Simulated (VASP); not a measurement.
# TiO2 (P4_2/mnm) in VASP: notebook

Runs on TiO2. Level: LDA. Tasks: single point.

Program: VASP 6.6.1. These are calculated values, not measurements. Logs are shortened: lines on timing, memory, paths and dates and some standing lists are left out, and cuts for length are marked.

### Step 1. The cell of the first run

It takes space group P4_2/mnm (No. 136, tetragonal). The conventional cell has a = 4.594 Å, b = 4.594 Å, c = 3.018 Å, α = 90.00°, β = 90.00°, γ = 90.00°. Ti (site symmetry mmm) has 6 O at 1.97 to 1.99 Å within 2.6 Å. Within 2.6 Å of O (site symmetry m2m) lie 3 Ti at 1.97 to 1.99 Å and 1 O at 2.52 Å.

### Step 2. Single point, LDA (zz strain of +2 %)

INCAR reads:

```
PREC = Accurate
ENCUT = 520
EDIFF = 1E-6
ISMEAR = -1
SIGMA = 0.05
LREAL = F
LASPH = T
NELM = 60
ALGO = Normal
ISIF = 2
LWAVE = F
LCHARG = F
NBANDS = 33
```

KPOINTS reads:

```
Automatic mesh
0
Gamma
  7 7 10
```

POSCAR reads:

```
TiO2
1.0
    4.5940000000      0.0000000000      0.0000000000
    0.0000000000      4.5940000000      0.0000000000
    0.0000000000      0.0000000000      3.0181800000
Ti O
2 4
Direct
    0.0000000000      0.0000000000      0.0000000000
    0.5000000000      0.5000000000      0.5000000000
    0.3060000000      0.3060000000      0.0000000000
    0.1940000000      0.8060000000      0.5000000000
    0.6940000000      0.6940000000      0.0000000000
    0.8060000000      0.1940000000      0.5000000000
```

Potentials or basis: VASP PAW LDA potentials, release 64 (Ti_sv, O).

Launch:

```bash
> cat potpaw_LDA.64/Ti_sv/POTCAR potpaw_LDA.64/O/POTCAR > POTCAR
> mpirun -np 1 vasp_std > vasp.out
```

OUTCAR:

```text
PREC = Accurate
   ENCUT = 520
   EDIFF = 1E-6
   ISMEAR = -1
   LREAL = F
   LASPH = T
   NELM = 60
   ISIF = 2

 ion  position               nearest neighbor table
   1  0.000  0.000  0.000-   4 1.97   6 1.97   4 1.97   6 1.97   5 1.99   3 1.99
   2  0.500  0.500  0.500-   3 1.97   5 1.97   3 1.97   5 1.97   4 1.99   6 1.99
   3  0.306  0.306  0.000-   2 1.97   2 1.97   1 1.99
   4  0.194  0.806  0.500-   1 1.97   1 1.97   2 1.99
   5  0.694  0.694  0.000-   2 1.97   2 1.97   1 1.99
   6  0.806  0.194  0.500-   1 1.97   1 1.97   2 1.99

  LATTYP: Found a simple tetragonal cell.
 ALAT       =     4.5940000000
 C/A-ratio  =     0.6569830213

  Lattice vectors:

 A1 = (   4.5940000000,   0.0000000000,   0.0000000000)
 A2 = (   0.0000000000,   4.5940000000,   0.0000000000)
 A3 = (   0.0000000000,   0.0000000000,   3.0181800000)

Analysis of symmetry for initial positions (statically):
=====================================================================
 Subroutine PRICEL returns:
 Original cell was already a primitive cell.

 Routine SETGRP: Setting up the symmetry group for a
 simple tetragonal supercell.

 Subroutine GETGRP returns: Found 16 space group operations
 (whereof  8 operations were pure point group operations)
 out of a pool of 16 trial point group operations.

The static configuration has the point symmetry D_2h.
 The point group associated with its full space group is D_4h.

Analysis of symmetry for dynamics (positions and initial velocities):
=====================================================================
 Subroutine PRICEL returns:
 Original cell was already a primitive cell.

 Routine SETGRP: Setting up the symmetry group for a
 simple tetragonal supercell.

 Subroutine GETGRP returns: Found 16 space group operations
 (whereof  8 operations were pure point group operations)
 out of a pool of 16 trial point group operations.

The dynamic configuration has the point symmetry D_2h.
 The point group associated with its full space group is D_4h.

 Subroutine INISYM returns: Found 16 space group operations
 (whereof  8 operations are pure point group operations),
 and found     1 'primitive' translations

----------------------------------------------------------------------------------------

                                     Primitive cell

  volume of cell :      63.6982

  direct lattice vectors                    reciprocal lattice vectors
     4.594000000  0.000000000  0.000000000     0.217675229  0.000000000  0.000000000
     0.000000000  4.594000000  0.000000000     0.000000000  0.217675229  0.000000000
     0.000000000  0.000000000  3.018180000     0.000000000  0.000000000  0.331325501

  length of vectors
     4.594000000  4.594000000  3.018180000     0.217675229  0.217675229  0.331325501

  position of ions in fractional coordinates (direct lattice)
     0.000000000  0.000000000  0.000000000
     0.500000000  0.500000000  0.500000000
     0.306000000  0.306000000  0.000000000
     0.194000000  0.806000000  0.500000000
     0.694000000  0.694000000  0.000000000
     0.806000000  0.194000000  0.500000000

  ion indices of the primitive-cell ions
   primitive index   ion index
                 1           1
                 2           2
                 3           3
                 4           4
                 5           5
                 6           6

----------------------------------------------------------------------------------------

 KPOINTS: Automatic mesh

Automatic generation of k-mesh.
 Grid dimensions read from file:
 generate k-points for:    7    7   10

 Generating k-lattice:

  Cartesian coordinates                     Fractional coordinates (reciprocal lattice)
     0.031096461  0.000000000  0.000000000     0.142857143  0.000000000  0.000000000
     0.000000000  0.031096461  0.000000000     0.000000000  0.142857143  0.000000000
     0.000000000  0.000000000  0.033132550     0.000000000  0.000000000  0.100000000

  Length of vectors
     0.031096461  0.031096461  0.033132550

  Shift w.r.t. Gamma in fractional coordinates (k-lattice)
     0.000000000  0.000000000  0.000000000

 Subroutine IBZKPT returns following result:
 ===========================================

 Found     60 irreducible k-points:

 Following reciprocal coordinates:
            Coordinates               Weight
  0.000000  0.000000  0.000000      1.000000
  0.142857  0.000000  0.000000      4.000000
  0.285714  0.000000  0.000000      4.000000
  0.428571  0.000000  0.000000      4.000000
  0.142857  0.142857  0.000000      4.000000
  0.285714  0.142857  0.000000      8.000000
[... 16 lines left out ...]
  0.285714  0.000000  0.200000      8.000000
  0.428571  0.000000  0.200000      8.000000
 [... further k-points ...]
   k-points           NKPTS =     60   k-points in BZ     NKDIM =     60   number of bands    NBANDS=     33
   number of dos      NEDOS =    301   number of ions     NIONS =      6
   total plane-waves  NPLWV =  31104
   dimension x,y,z NGX =    36 NGY =   36 NGZ =   24
   dimension x,y,z NGXF=    72 NGYF=   72 NGZF=   48
   ions per type =               2   4
   NGX,Y,Z   is equivalent  to a cutoff of  13.03, 13.03, 13.22 a.u.
   NGXF,Y,Z  is equivalent  to a cutoff of  26.06, 26.06, 26.44 a.u.
 SYSTEM =  unknown system
   PREC   = accura    normal or accurate (medium, high low for compatibility)
   ISTART =      0    job   : 0-new  1-cont  2-samecut
   ICHARG =      2    charge: 1-file 2-atom 10-const
   ISPIN  =      1    spin polarized calculation?
   LNONCOLLINEAR =      F non collinear calculations
   LSORBIT =      F    spin-orbit coupling
   LASPH  =      T    aspherical Exc in radial PAW
   ENCUT  =  520.0 eV  38.22 Ry    6.18 a.u.   8.54  8.54  5.61*2*pi/ulx,y,z
   NELM   =     60;   NELMIN=  2; NELMDL= -5     # of ELM steps
   EDIFF  = 0.1E-05   stopping-criterion for ELM
   LREAL  =      F    real-space projection
   EDIFFG = 0.1E-04   stopping-criterion for IOM
   NSW    =      0    number of steps for IOM
   IBRION =     -1    ionic relax: 0-MD 1-quasi-New 2-CG
   NFREE  =      0    steps in history (QN), initial steepest desc. (CG)
   ISIF   =      2    stress and relaxation
   ISYM   =      2    0-nonsym 1-usesym 2-fastsym
   POTIM  = 0.5000    time-step for ionic-motion
   TEBEG  =    0.0;   TEEND  =   0.0 temperature during run
   PSTRESS=    0.0 pullay stress
   NELECT =      48.0000    total number of electrons
   NUPDOWN=      -1.0000    fix difference up-down
   EMIN   =  10.00;   EMAX   =-10.00  energy-range for DOS
   EFERMI =   0.00;   METHOD = LEGACY
   ISMEAR =    -1;   SIGMA  =   0.05  broadening in eV -4-tet -1-fermi 0-gaus
   EFERMI_NEDOS =   21; number of points for ismear=-14 and -15
   IALGO  =     38    algorithm
   IMIX   =      4    mixing-type and parameters
     AMIX     =   0.40;   BMIX     =  1.00
     AMIX_MAG =   1.60;   BMIX_MAG =  1.00
  volume/ion in A,a.u.               =      10.62        71.64
  Fermi-wavevector in a.u.,A,eV,Ry     =   1.489748  2.815216 30.196086  2.219350
  Thomas-Fermi vector in A             =   2.602617
   LORBIT       =      0    0 simple, 1 ext, 2 COOP (PROOUT), +10 PAW based schemes
   GGA     = CA    functional components
   LHFCALC =     F    Hartree Fock is set to
   AEXX    =    0.0000 exact exchange contribution
   IVDW    =     0    specifies the selected vdW correction
   LEPSILON=     F    determine dielectric tensor
   LRPA    =     F    only Hartree local field effects (RPA)
 non-spin polarized calculation
  energy-cutoff  :      520.00
  volume of cell :       63.70
 maximum number of plane-waves:      1732
 NGX is ok and might be reduce to    36
   NGX = 17   NGY = 17   NGZ = 11

 number of electron      48.0000037 magnetization

 Free energy of the ion-electron system (eV)
  ---------------------------------------------------
  ext. energy  EPLUGINS =         0.00000000
  ---------------------------------------------------
  free energy    TOTEN  =       -58.63528435 eV

  energy without entropy =      -58.63528435  energy(sigma->0) =      -58.63528435

 E-fermi :   5.2250     XC(G=0): -11.8910

 val. band max:        4.3922706078   @ k =   0.0000   0.0000   0.0000
 cond. band min:       6.1264748913   @ k =   0.0000   0.0000   0.0000
 fundamental gap:      1.7342042835
 Fermi energy:         5.2249936415

 k-point     1 :       0.0000    0.0000    0.0000
  band No.  band energies     occupation
      1     -51.9058      2.00000
      2     -51.8885      2.00000
      3     -28.5949      2.00000
      4     -28.5949      2.00000
      5     -28.4361      2.00000
      6     -28.4361      2.00000
[... 25 lines left out ...]
     32      10.8156      0.00000
     33      10.8156      0.00000

 k-point     2 :       0.1429    0.0000    0.0000
  band No.  band energies     occupation
      1     -51.9049      2.00000
      2     -51.8894      2.00000
      3     -28.5888      2.00000
      4     -28.5881      2.00000
      5     -28.4436      2.00000
      6     -28.4430      2.00000
[... 25 lines left out ...]
     32      10.7458      0.00000
     33      10.7613      0.00000

 k-point     3 :       0.2857    0.0000    0.0000
  band No.  band energies     occupation
      1     -51.9025      2.00000
      2     -51.8918      2.00000
      3     -28.5718      2.00000
      4     -28.5699      2.00000
      5     -28.4636      2.00000
      6     -28.4616      2.00000
[... 25 lines left out ...]
     32      10.5856      0.00000
     33      10.6251      0.00000

 k-point     4 :       0.4286    0.0000    0.0000
  band No.  band energies     occupation
      1     -51.8990      2.00000
      2     -51.8952      2.00000
      3     -28.5509      2.00000
      4     -28.5491      2.00000
      5     -28.4858      2.00000
      6     -28.4840      2.00000
[... 25 lines left out ...]
     32      10.4725      0.00000
     33      10.5070      0.00000

 k-point     5 :       0.1429    0.1429    0.0000
  band No.  band energies     occupation
      1     -51.9042      2.00000
      2     -51.8901      2.00000
      3     -28.5972      2.00000
      4     -28.5689      2.00000
      5     -28.4640      2.00000
      6     -28.4347      2.00000
[... 604 lines left out ...]
 k-point    22 :       0.1429    0.0000    0.2000
  band No.  band energies     occupation
      1     -51.8917      2.00000
      2     -51.8791      2.00000
      3     -28.5700      2.00000
      4     -28.5536      2.00000
      5     -28.5411      2.00000
      6     -28.5353      2.00000
[... 25 lines left out ...]
     32      10.1377      0.00000
     33      10.2916      0.00000

 k-point    23 :       0.2857    0.0000    0.2000
  band No.  band energies     occupation
      1     -51.8897      2.00000
      2     -51.8810      2.00000
      3     -28.5738      2.00000
      4     -28.5501      2.00000
      5     -28.5343      2.00000
      6     -28.5220      2.00000
[... 25 lines left out ...]
     32       9.8086      0.00000
     33      10.2425      0.00000

 k-point    24 :       0.4286    0.0000    0.2000
  band No.  band energies     occupation
      1     -51.8869      2.00000
      2     -51.8838      2.00000
      3     -28.5699      2.00000
      4     -28.5603      2.00000
      5     -28.5180      2.00000
      6     -28.5098      2.00000
[... 25 lines left out ...]
     32       9.5960      0.00000
     33      10.4773      0.00000

 [... further k-points ...]

------------------------ aborting loop because EDIFF is reached ----------------------------------------

  FORCE on cell =-STRESS in cart. coord.  units (eV):
  Direction    XX          YY          ZZ          XY          YZ          ZX
  --------------------------------------------------------------------------------------
  -------------------------------------------------------------------------------------
  Total       -3.5671211     -3.5671211     -7.1011642      0.0000000      0.0000000      0.0000000
  in kB      -89.7224905    -89.7224905   -178.6129800      0.0000000      0.0000000      0.0000000
  external PRESSURE =    -119.3526537 kB  Pullay stress =       0.0000000 kB

 VOLUME and BASIS-vectors are now :
 -----------------------------------------------------------------------------
  energy-cutoff  :      520.00
  volume of cell :       63.70
      direct lattice vectors                 reciprocal lattice vectors
     4.594000000  0.000000000  0.000000000     0.217675229  0.000000000  0.000000000
     0.000000000  4.594000000  0.000000000     0.000000000  0.217675229  0.000000000
     0.000000000  0.000000000  3.018180000     0.000000000  0.000000000  0.331325501

 POSITION                                       TOTAL-FORCE (eV/Angst)
 -----------------------------------------------------------------------------------
      0.00000      0.00000      0.00000         0.000000      0.000000      0.000000
      2.29700      2.29700      1.50909         0.000000      0.000000      0.000000
      1.40576      1.40576      0.00000        -0.026834     -0.026834      0.000000
      0.89124      3.70276      1.50909         0.026834     -0.026834      0.000000
      3.18824      3.18824      0.00000         0.026834      0.026834      0.000000
      3.70276      0.89124      1.50909        -0.026834      0.026834      0.000000
 -----------------------------------------------------------------------------------
    total drift:                               -0.000000      0.000000      0.000000

  FREE ENERGIE OF THE ION-ELECTRON SYSTEM (eV)
  ---------------------------------------------------
  free  energy   TOTEN  =       -58.6352843514 eV

  energy  without entropy=      -58.6352843498  energy(sigma->0) =      -58.63528435
```

Run time: 3.2 min. Hardware: 1 thread of Intel Xeon 8259CL, shared host; peak memory 0.22 GiB.

Results:

```yaml
Free_energy: -58.6353 eV
Pressure: -11.9 GPa
Largest_force: 0.038 eV/Å
Band_gap_on_the_k_mesh: 1.73 eV
```

Forces on the atoms (eV/Å):
```
Ti   0.000  0.000  0.000
Ti   0.000  0.000  0.000
O   -0.027 -0.027  0.000
O    0.027 -0.027  0.000
O    0.027  0.027  0.000
O   -0.027  0.027  0.000
```

Stress tensor (GPa, compression positive):
```
 -8.97   0.00   0.00
  0.00  -8.97   0.00
  0.00   0.00 -17.86
```

Levels at points of the mesh, in eV from the valence-band top:
| k point | band 22 | band 23 | band 24 | band 25 | band 26 | band 27 |
| --- | --- | --- | --- | --- | --- | --- |
| (0.00, 0.00, 0.00) | -0.44 | -0.44 | 0.00 | 1.73 | 2.06 | 2.20 |
| (0.00, 0.00, 0.50) | -2.43 | -1.43 | -1.43 | 2.81 | 2.81 | 2.82 |

Caveat: the cell differs from its parent crystal (zz strain of +2 %); the cell stands under tension; an odd mesh through Γ misses points on the zone boundary, where band edges can lie.

(Continued in part 2 of 2.)
